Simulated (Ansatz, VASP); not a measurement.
## Cd in VASP and in Ansatz

```
CELL_PARAMETERS angstrom
1.67026 -5.71668 0.00000
1.67026 5.71668 0.00000
0.00000 0.00000 4.67919
ATOMIC_POSITIONS crystal
Cd 0.13056 0.86944 0.99983
Cd 0.63056 0.36944 0.50017
Cd 0.86944 0.13056 0.00017
Cd 0.36944 0.63056 0.49983
```

Alike in both runs: functional PBEsol; k mesh 6 × 6 × 4; occupations gaussian, width 0.1 eV; no spin polarisation.

Ansatz relaxed the structure, and its values are those at the end. VASP's run is a single point on that final structure, the one shown.

|  | VASP | Ansatz |
| --- | --- | --- |
| version | VASP 6.6.1 | Ansatz 0.2.0 |
| potentials or method | VASP PAW PBE potentials, release 64 (Cd), cutoff 520 eV | scalar-relativistic, plane waves, PAW |
| valence electrons in the cell | 48 | 80 |

VASP gave:

```
gap on the k mesh at the Fermi level (eV) : none
pressure (GPa)                            : 0.5
rms of the force components (eV/Å)        : 0.009
```

Q: What did Ansatz give for the same quantities?

A: gap on the k mesh at the Fermi level (eV): none; pressure (GPa): 0.1; rms of the force components (eV/Å): 0.008.

VASP's potentials were made for PBE, not for PBEsol. A gap of «none» marks a metal or a gap that the smearing closes. VASP's potentials hold 48 valence electrons a cell and Ansatz's 80, so a difference there can come from the potentials and not from the codes.
